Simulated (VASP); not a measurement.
Wanted: the native input for a VASP 6.6.1 run.

```
Task                   : single point
Functional             : PBE
Potentials or basis    : VASP PAW PBE potentials, release 64 (Ni, O)
Cutoff                 : 520 eV
k mesh                 : 12 × 12 × 12
Occupations            : fermi-dirac, width 0.1 eV
Spin                   : collinear spin, ferromagnetic start
Starting moments       : [1.0, 0.0] μB
Dipole correction      : no
Further INCAR settings : ALGO = Normal; EDIFF = 1e-07; NBANDS = 19
```

The structure of NiO lies in POSCAR:

```
NiO
1.0
    0.0000000000      2.0433202707      2.0433202707
    2.0433202707      0.0000000000      2.0433202707
    2.0433202707      2.0433202707      0.0000000000
Ni O
1 1
Direct
    0.0000000000      0.0000000000      0.0000000000
    0.5000000000      0.5000000000      0.5000000000
```

One way to write it, as run:

INCAR

```
  PREC = Accurate
  ENCUT = 520
  EDIFF = 1E-7
  ISMEAR = -1
  SIGMA = 0.1
  LREAL = False
  LASPH = True
  NELM = 150
  ALGO = Normal
  ISIF = 2
  LWAVE = False
  LCHARG = False
  ISPIN = 2
  MAGMOM = 1 0
  LORBIT = 11
  LMAXMIX = 4
  GGA = PE
  NBANDS = 19
```

KPOINTS

```
Automatic mesh
0
Gamma
  12 12 12
```

Potentials or basis: VASP PAW PBE potentials, release 64 (Ni, O).

Launch:

```bash
$ cat potpaw_PBE.64/Ni/POTCAR potpaw_PBE.64/O/POTCAR > POTCAR
$ mpirun -np 1 vasp_std > vasp.out
```

It gave:

```json
{
 "Pressure": "18.3 GPa",
 "Net moment": "1.42 μB per cell",
 "Site moments": "Ni +1.19; O +0.20 μB",
 "Valence electrons inside the program's atomic spheres": "Ni 9.13; O 5.00"
}
```

Caveat: a cell with one magnetic atom can't hold antiferromagnetic order, which such compounds often take.

Wall time 53 s on 1 thread of AMD EPYC 7R13 Processor (Zen 3) (shared host), peak memory 0.14 GiB.
